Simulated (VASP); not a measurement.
# BaTe (Pm-3m) in VASP: settings compared

The runs below take BaTe through single point, with PBE, r2SCAN, HSE06.

Program: VASP 6.6.1. These are calculated values, not measurements. Logs are shortened: lines on timing, memory, paths and dates and some standing lists are left out, and cuts for length are marked.

## Step 1: The cell of the first run

Symmetry: Pm-3m, No. 221, cubic system. The conventional cell has a = 4.245 Å, b = 4.245 Å, c = 4.245 Å, α = 90.00°, β = 90.00°, γ = 90.00°. Within 4.8 Å of Ba (site symmetry m-3m) lie 8 Te at 3.68 Å and 6 Ba at 4.24 Å. Te (site symmetry m-3m) has 8 Ba at 3.68 Å and 6 Te at 4.24 Å within 4.8 Å.

## Step 2: Single point, PBE

The input, INCAR:

```
PREC = Accurate
ENCUT = 520
EDIFF = 1E-6
ISMEAR = 0
SIGMA = 0.01
LREAL = F
LASPH = T
NELM = 60
ALGO = Normal
ISIF = 2
LWAVE = F
LCHARG = F
GGA = PE
NBANDS = 15
```

The input, KPOINTS:

```
regular mesh
0
Gamma
  4 4 4
```

The input, POSCAR:

```
BaTe
1.0
    4.2448181589      0.0000000000      0.0000000000
    0.0000000000      4.2448181589      0.0000000000
    0.0000000000      0.0000000000      4.2448181589
Ba Te
1 1
Direct
    0.0000000000      0.0000000000      0.0000000000
    0.5000000000      0.5000000000      0.5000000000
```

Potentials or basis: VASP PAW PBE potentials, release 64 (Ba_sv, Te).

Run with:

```sh
> cat potpaw_PBE.64/Ba_sv/POTCAR potpaw_PBE.64/Te/POTCAR > POTCAR
> mpirun -np 1 vasp_std > vasp.out
```

OUTCAR:

```text
PREC = Accurate
   ENCUT = 520
   EDIFF = 1E-6
   ISMEAR = 0
   LREAL = F
   LASPH = T
   NELM = 60
   ISIF = 2
   GGA = PE

 ion  position               nearest neighbor table
   1  0.000  0.000  0.000-   2 3.68   2 3.68   2 3.68   2 3.68   2 3.68   2 3.68   2 3.68   2 3.68

   2  0.500  0.500  0.500-   1 3.68   1 3.68   1 3.68   1 3.68   1 3.68   1 3.68   1 3.68   1 3.68

  LATTYP: Found a simple cubic cell.
 ALAT       =     4.2448181589

  Lattice vectors:

 A1 = (   4.2448181589,   0.0000000000,   0.0000000000)
 A2 = (   0.0000000000,   4.2448181589,   0.0000000000)
 A3 = (   0.0000000000,   0.0000000000,   4.2448181589)

Analysis of symmetry for initial positions (statically):
=====================================================================
 Subroutine PRICEL returns:
 Original cell was already a primitive cell.

 Routine SETGRP: Setting up the symmetry group for a
 simple cubic supercell.

 Subroutine GETGRP returns: Found 48 space group operations
 (whereof 48 operations were pure point group operations)
 out of a pool of 48 trial point group operations.

The static configuration has the point symmetry O_h .

Analysis of symmetry for dynamics (positions and initial velocities):
=====================================================================
 Subroutine PRICEL returns:
 Original cell was already a primitive cell.

 Routine SETGRP: Setting up the symmetry group for a
 simple cubic supercell.

 Subroutine GETGRP returns: Found 48 space group operations
 (whereof 48 operations were pure point group operations)
 out of a pool of 48 trial point group operations.

The dynamic configuration has the point symmetry O_h .

 Subroutine INISYM returns: Found 48 space group operations
 (whereof 48 operations are pure point group operations),
 and found     1 'primitive' translations

----------------------------------------------------------------------------------------

                                     Primitive cell

  volume of cell :      76.4852

  direct lattice vectors                    reciprocal lattice vectors
     4.244818159  0.000000000  0.000000000     0.235581352  0.000000000  0.000000000
     0.000000000  4.244818159  0.000000000     0.000000000  0.235581352  0.000000000
     0.000000000  0.000000000  4.244818159     0.000000000  0.000000000  0.235581352

  length of vectors
[... 76 lines left out ...]
   TEBEG  =    0.0;   TEEND  =   0.0 temperature during run
   PSTRESS=    0.0 pullay stress
   NELECT =      16.0000    total number of electrons
   NUPDOWN=      -1.0000    fix difference up-down
   EMIN   =  10.00;   EMAX   =-10.00  energy-range for DOS
   EFERMI =   0.00;   METHOD = LEGACY
   ISMEAR =     0;   SIGMA  =   0.01  broadening in eV -4-tet -1-fermi 0-gaus
   EFERMI_NEDOS =   21; number of points for ismear=-14 and -15
   IALGO  =     38    algorithm
   IMIX   =      4    mixing-type and parameters
     AMIX     =   0.40;   BMIX     =  1.00
     AMIX_MAG =   1.60;   BMIX_MAG =  1.00
  volume/ion in A,a.u.               =      38.24       258.07
  Fermi-wavevector in a.u.,A,eV,Ry     =   0.971827  1.836487 12.849998  0.944448
  Thomas-Fermi vector in A             =   2.102076
   LORBIT       =      0    0 simple, 1 ext, 2 COOP (PROOUT), +10 PAW based schemes
   GGA     = PE    functional components
   LHFCALC =     F    Hartree Fock is set to
   AEXX    =    0.0000 exact exchange contribution
   IVDW    =     0    specifies the selected vdW correction
   LEPSILON=     F    determine dielectric tensor
   LRPA    =     F    only Hartree local field effects (RPA)
 non-spin polarized calculation
 Gauss-broadening in eV      SIGMA  =   0.01
  energy-cutoff  :      520.00
  volume of cell :       76.49
 maximum number of plane-waves:      2103
 NGX is ok and might be reduce to    32
   NGX = 15   NGY = 15   NGZ = 15

 number of electron      15.9999999 magnetization

 Free energy of the ion-electron system (eV)
  ---------------------------------------------------
  ext. energy  EPLUGINS =         0.00000000
  ---------------------------------------------------
  free energy    TOTEN  =        -8.25111069 eV

  energy without entropy =       -8.25111069  energy(sigma->0) =       -8.25111069

 E-fermi :   3.9839     XC(G=0):  -8.8288

 val. band max:        3.9262219823   @ k =   0.5000   0.5000   0.0000
 cond. band min:       4.6637736719   @ k =   0.0000   0.0000   0.0000
 fundamental gap:      0.7375516896
 Fermi energy:         3.9838791905

 k-point     1 :       0.0000    0.0000    0.0000
  band No.  band energies     occupation
      1     -24.2175      2.00000
      2      -9.2491      2.00000
      3      -9.2491      2.00000
      4      -9.2491      2.00000
      5      -6.4794      2.00000
      6       3.5469      2.00000
      7       3.5469      2.00000
      8       3.5469      2.00000
      9       4.6638      0.00000
     10       4.6638      0.00000
     11       6.3461      0.00000
     12       8.4588      0.00000
     13       8.4588      0.00000
     14       8.4588      0.00000
[... 149 lines left out ...]
      2      -9.5262      2.00000
      3      -9.5262      2.00000
      4      -9.5262      2.00000
      5      -5.5201      2.00000
      6       0.9731      2.00000
      7       0.9731      2.00000
      8       0.9731      2.00000
      9       8.6903      0.00000
     10       8.6903      0.00000
     11       8.6903      0.00000
     12      10.2421      0.00000
     13      10.2421      0.00000
     14      10.2423      0.00000
     15      10.2854      0.00000

------------------------ aborting loop because EDIFF is reached ----------------------------------------

  FORCE on cell =-STRESS in cart. coord.  units (eV):
  Direction    XX          YY          ZZ          XY          YZ          ZX
  --------------------------------------------------------------------------------------
  -------------------------------------------------------------------------------------
  Total        0.2851382      0.2851382      0.2851382      0.0000000      0.0000000      0.0000000
  in kB        5.9729470      5.9729470      5.9729470      0.0000000      0.0000000      0.0000000
  external PRESSURE =       5.9729470 kB  Pullay stress =       0.0000000 kB

 VOLUME and BASIS-vectors are now :
 -----------------------------------------------------------------------------
  energy-cutoff  :      520.00
  volume of cell :       76.49
      direct lattice vectors                 reciprocal lattice vectors
     4.244818159  0.000000000  0.000000000     0.235581352  0.000000000  0.000000000
     0.000000000  4.244818159  0.000000000     0.000000000  0.235581352  0.000000000
     0.000000000  0.000000000  4.244818159     0.000000000  0.000000000  0.235581352

 POSITION                                       TOTAL-FORCE (eV/Angst)
 -----------------------------------------------------------------------------------
      0.00000      0.00000      0.00000         0.000000      0.000000      0.000000
      2.12241      2.12241      2.12241         0.000000      0.000000      0.000000
 -----------------------------------------------------------------------------------
    total drift:                                0.000000      0.000000     -0.000000

  FREE ENERGIE OF THE ION-ELECTRON SYSTEM (eV)
  ---------------------------------------------------
  free  energy   TOTEN  =        -8.2511106924 eV

  energy  without entropy=       -8.2511106924  energy(sigma->0) =       -8.25111069
```

OSZICAR:

```text
N       E                     dE             d eps       ncg     rms          rms(c)
DAV:   1     0.740644630242E+02    0.74064E+02   -0.64499E+03   300   0.903E+02
DAV:   2    -0.405436796106E+01   -0.78119E+02   -0.71657E+02   398   0.160E+02
DAV:   3    -0.829111881643E+01   -0.42368E+01   -0.42073E+01   422   0.368E+01
DAV:   4    -0.835739064304E+01   -0.66272E-01   -0.66252E-01   402   0.473E+00
DAV:   5    -0.835853501012E+01   -0.11444E-02   -0.11444E-02   373   0.532E-01    0.366E+00
DAV:   6    -0.824997004193E+01    0.10856E+00   -0.10070E-01   363   0.188E+00    0.234E+00
DAV:   7    -0.824653625479E+01    0.34338E-02   -0.10203E-01   370   0.199E+00    0.752E-01
DAV:   8    -0.825100326669E+01   -0.44670E-02   -0.19991E-02   328   0.849E-01    0.206E-01
DAV:   9    -0.825097050336E+01    0.32763E-04   -0.11746E-03   342   0.198E-01    0.102E-01
DAV:  10    -0.825110924093E+01   -0.13874E-03   -0.47109E-04   321   0.159E-01    0.275E-02
DAV:  11    -0.825111122009E+01   -0.19792E-05   -0.41098E-05   384   0.366E-02    0.266E-02
DAV:  12    -0.825111259071E+01   -0.13706E-05   -0.34499E-06   341   0.114E-02    0.496E-02
DAV:  13    -0.825111072120E+01    0.18695E-05   -0.78632E-06   328   0.220E-02    0.181E-03
DAV:  14    -0.825111069241E+01    0.28791E-07   -0.18212E-07   206   0.276E-03
   1 F= -.82511107E+01 E0= -.82511107E+01  d E =-.965788E-18
```

Wall time 5.4 s (1 thread of Intel Xeon 6975P-C (Granite Rapids), shared host); peak memory 0.18 GiB.

What came out:

```
Free energy            : -8.2511 eV
Pressure               : 0.6 GPa
Band gap on the k mesh : 0.74 eV, indirect (least direct gap 0.95 eV)
```

Caveat: spin-orbit coupling is left out, which moves the levels of the heavy elements. A hybrid or GW would open this gap; PBE tends to underestimate it.

## Step 3: Single point, r2SCAN

POSCAR is that of step 2.

The input, INCAR.step1:

```
PREC = Accurate
ENCUT = 520
ISMEAR = 0
SIGMA = 0.01
LREAL = False
LASPH = True
NELM = 80
NBANDS = 15
GGA = PE
ALGO = Normal
EDIFF = 1E-4
LWAVE = True
LCHARG = False
```

The input, INCAR.step2:

```
PREC = Accurate
ENCUT = 520
EDIFF = 1E-6
ISMEAR = 0
SIGMA = 0.01
LREAL = False
LASPH = True
NELM = 80
ALGO = Normal
ISIF = 2
LWAVE = False
LCHARG = False
METAGGA = R2SCAN
LMIXTAU = True
NBANDS = 15
ISTART = 1
```

KPOINTS is that of step 2.

Potentials or basis: VASP PAW PBE potentials, release 64 (Ba_sv, Te).

Run with:

```sh
> cat potpaw_PBE.64/Ba_sv/POTCAR potpaw_PBE.64/Te/POTCAR > POTCAR
> cp INCAR.step1 INCAR
> mpirun -np 1 vasp_std > vasp.out
> cp INCAR.step2 INCAR
> mpirun -np 1 vasp_std > vasp.out
```

Run time: 20 s. Hardware: 1 thread of Intel Xeon 6975P-C (Granite Rapids), shared host; peak memory 0.19 GiB.

Results (log left out):

```yaml
Free_energy: -55.6452 eV
Pressure: 0.6 GPa
Band_gap_on_the_k_mesh: 1.09 eV, indirect (least direct gap 1.37 eV)
```

Levels at points of the mesh, in eV from the valence-band top:
```
           k point  band 5  band 6  band 7  band 8  band 9  band 10  band 11  band 12
(0.00, 0.00, 0.00)  -10.71   -0.38   -0.38   -0.38    1.09     1.09     3.21     5.00
(0.50, 0.00, 0.00)   -9.90   -3.43   -0.88   -0.88    1.92     5.31     5.38     5.43
(0.50, 0.50, 0.00)  -10.11   -2.11   -2.11    0.00    1.37     3.04     3.30     3.30
(0.50, 0.50, 0.50)   -9.69   -2.99   -2.99   -2.99    5.27     5.27     5.27     6.80
```

Caveat: the PAW data sets were made with another functional, which shifts forces and pressure a little; spin-orbit coupling is left out, which moves the levels of the heavy elements. r2SCAN opens gaps a little over a GGA but as a rule still falls short of measured ones.

[end of part 1 of 2]
